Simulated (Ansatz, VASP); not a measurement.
## MoS2 in VASP and in Ansatz

```
Mo S
1.0
     1.60876    0.92882    6.26667
    -1.60876    0.92882    6.26667
     0.00000   -1.85764    6.26667
Mo S
1 2
Direct
  0.00000 0.00000 0.00000
  0.74933 0.74933 0.74933
  0.25067 0.25067 0.25067
```

Alike in both runs: functional r2SCAN; k mesh 6 × 6 × 6; occupations gaussian, width 0.1 eV; no spin polarisation.

Ansatz relaxed the structure, and its values are those at the end. VASP's run is a single point on that final structure, the one shown.

```csv
,VASP,Ansatz
version,VASP 6.6.1,Ansatz 0.2.0
potentials or method,"VASP PAW PBE potentials, release 64 (Mo_sv, S), cutoff 520 eV","scalar-relativistic, plane waves, PAW"
valence electrons in the cell,26,26
```

```tsv
	VASP	Ansatz	Ansatz less VASP
gap on the k mesh at the Fermi level (eV)	none	none	-
pressure (GPa)	-0.1	-0.2	-0.04
rms of the force components (eV/Å)	0.017	0.020	+0.0023
```

VASP's potentials were made for PBE, not for r2SCAN. A gap of «none» marks a metal or a gap that the smearing closes. The functional is the same, so the differences come from potentials, cutoffs and numerics.

The k mesh is coarse, so the values compare programs but aren't converged.
